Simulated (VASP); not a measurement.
Here is a VASP 6.6.1 calculation.

File INCAR:

```
  PREC = Accurate
  ENCUT = 520
  EDIFF = 1E-7
  ISMEAR = -1
  SIGMA = 0.08
  LREAL = False
  LASPH = True
  NELM = 150
  ALGO = Normal
  ISIF = 2
  LWAVE = False
  LCHARG = False
  ISPIN = 2
  MAGMOM = 7
  LORBIT = 11
  LMAXMIX = 6
  GGA = PE
  NBANDS = 18
```

KPOINTS

```
regular mesh
0
Gamma
  9 9 9
```

File POSCAR:

```
Eu
1.0
    0.0000000000      2.7128446306      2.7128446306
    2.7128446306      0.0000000000      2.7128446306
    2.7128446306      2.7128446306      0.0000000000
Eu
1
Direct
    0.0000000000      0.0000000000      0.0000000000
```

Potentials or basis: VASP PAW PBE potentials, release 64 (Eu).

The run is started by

```sh
$ cat potpaw_PBE.64/Eu/POTCAR > POTCAR
$ mpirun -np 1 vasp_std > vasp.out
```

Predict the site moments.

Eu +6.71 μB.

Estimate the net moment.

7.45 μB per cell.

 The state reached can hang on the start; a lower one may exist.
